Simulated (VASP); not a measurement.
Set up this calculation in VASP 6.6.1, as the native input.

| Quantity | Value |
| --- | --- |
| Task | single point |
| Functional | PBE |
| Dispersion | D3(BJ) |
| Potentials or basis | VASP PAW PBE potentials, release 64 (Cu, O, C) |
| Cutoff | 520 eV |
| k mesh | 6 × 6 × 1 |
| Occupations | gaussian, width 0.1 eV |
| Spin | no spin polarisation |
| Dipole correction | yes |
| Further INCAR settings | ALGO = Normal; EDIFF = 1e-06; NBANDS = 84 |

The structure of Cu12CO lies in POSCAR:

```
Cu12CO
1.0
    5.0393684011      0.0000000000      0.0000000000
   -2.5196842005      4.3642210544      0.0000000000
    0.0000000000      0.0000000000     22.8721943999
Cu O C
12 1 1
Direct
    0.3333333333      0.1666666667      0.1748848375
    0.3333333333      0.6666666667      0.1748848375
    0.8333333333      0.1666666667      0.1748848375
    0.8333333333      0.6666666667      0.1748848375
    0.1666666667      0.3333333333      0.2649977796
    0.1666666667      0.8333333333      0.2649977796
    0.6666666667      0.3333333333      0.2649977796
    0.6666666667      0.8333333333      0.2649977796
    0.0000000000      0.0000000000      0.3551121619
    0.0000000000      0.5000000000      0.3551121619
    0.5000000000      0.0000000000      0.3551121619
    0.5000000000      0.5000000000      0.3551121619
    0.1666666667      0.3333333333      0.4862757900
    0.1666666667      0.3333333333      0.5365551807
```

These files were run (other wordings do the same):

INCAR

```
SYSTEM = Cu12CO
ALGO = Normal
DIPOL = 0.5 0.5 0.300
EDIFF = 1E-6
ENCUT = 520
GGA = PE
IDIPOL = 3
ISIF = 2
ISMEAR = 0
IVDW = 12
LASPH = .TRUE.
LCHARG = .FALSE.
LDIPOL = .TRUE.
LREAL = .FALSE.
LWAVE = .FALSE.
NBANDS = 84
NELM = 100
PREC = Accurate
SIGMA = 0.1
```

KPOINTS

```
k-points
0
G
  6 6 1
  0 0 0
```

Potentials or basis: VASP PAW PBE potentials, release 64 (Cu, O, C).

The run is started by

```console
$ cat potpaw_PBE.64/Cu/POTCAR potpaw_PBE.64/O/POTCAR potpaw_PBE.64/C/POTCAR > POTCAR
$ mpirun -np 1 vasp_std > vasp.out
```

It gave:

| Property | Result |
| --- | --- |
| Largest force | 0.768 eV/Å |
| Band gap on the k mesh | zero (bands 71 and 72 overlap by 0.41 eV) |
| Dispersion energy per atom | -0.351 eV |

Run time: 10 min on 1 thread of AMD EPYC 9R45 96-Core Processor (Zen 5), with other jobs on the host, peak memory 0.66 GiB.
